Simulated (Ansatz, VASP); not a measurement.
# Te2Mo: VASP beside Ansatz

The input POSCAR:

```
Te2Mo
1.0
    3.5602328140      0.0000000000      0.0000000000
   -1.7801164070      3.0832520603      0.0000000000
    0.0000000000      0.0000000000     17.5240578200
Te Mo
2 1
Direct
    0.3657666207      0.7315332413      0.8978554500
    0.3333333333      0.6666666667      0.1021445500
    0.0000000000      0.0000000000      0.0000000000
```

File INCAR.step1:

```
ALGO = Normal
EDIFF = 1E-4
ENCUT = 520
GGA = PE
ISMEAR = 0
LASPH = T
LCHARG = F
LREAL = F
LWAVE = T
NBANDS = 20
NELM = 80
PREC = Accurate
SIGMA = 0.05
```

File INCAR.step2:

```
ALGO = Normal
EDIFF = 1E-7
ENCUT = 520
ISIF = 2
ISMEAR = 0
ISTART = 1
LASPH = T
LCHARG = F
LMIXTAU = T
LREAL = F
LWAVE = F
METAGGA = R2SCAN
NBANDS = 20
NELM = 80
PREC = Accurate
SIGMA = 0.05
```

File KPOINTS:

```
k-points
0
Gamma
  12 12 2
```

Input for Ansatz:

```yaml
crystal:
  lattice:
    - [3.560232814, 0.0, 0.0]
    - [-1.780116407, 3.0832520603, 0.0]
    - [0.0, 0.0, 17.52405782]
  atoms:
    - { symbol: Te, position: [0.3657666207, 0.7315332413, 0.89785545] }
    - { symbol: Te, position: [0.3333333333, 0.6666666667, 0.10214455] }
    - { symbol: Mo, position: [0.0, 0.0, 0.0] }
basis:
  ecutwfc: 500
kpoints:
  mp_grid: { grid: [12, 12, 2] }
hamiltonian:
  xc: r2scan
scf:
  occupations: { method: gaussian, width: 0.05 }
output:
  forces: true
  stress: true
  eigenvalues: true
```

Alike in both runs: task single point; functional r2SCAN; k mesh 12 × 12 × 2; occupations gaussian, width 0.05 eV; no spin polarisation.

|  | VASP | Ansatz |
| --- | --- | --- |
| version | VASP 6.6.1 | Ansatz 0.2.0 |
| potentials or method | VASP PAW PBE potentials, release 64 (Te, Mo_sv), cutoff 520 eV | scalar-relativistic, plane waves, PAW |
| valence electrons in the cell | 26 | 46 |

```tsv
	VASP	Ansatz	Ansatz less VASP
gap on the k mesh at the Fermi level (eV)	1.11	1.11	-0.001
least direct gap on the mesh (eV)	1.11	1.11	-0.001
rms of the force components (eV/Å)	0.595	0.596	+0.0001
```

VASP's potentials were made for PBE, not for r2SCAN. Atom by atom the forces differ by 0.012 eV/Å (rms over components). The functional is the same, so the differences come from potentials, cutoffs and numerics. VASP's potentials hold 26 valence electrons a cell and Ansatz's 46, so a difference there can come from the potentials and not from the codes.

Neither program's run includes spin-orbit coupling.
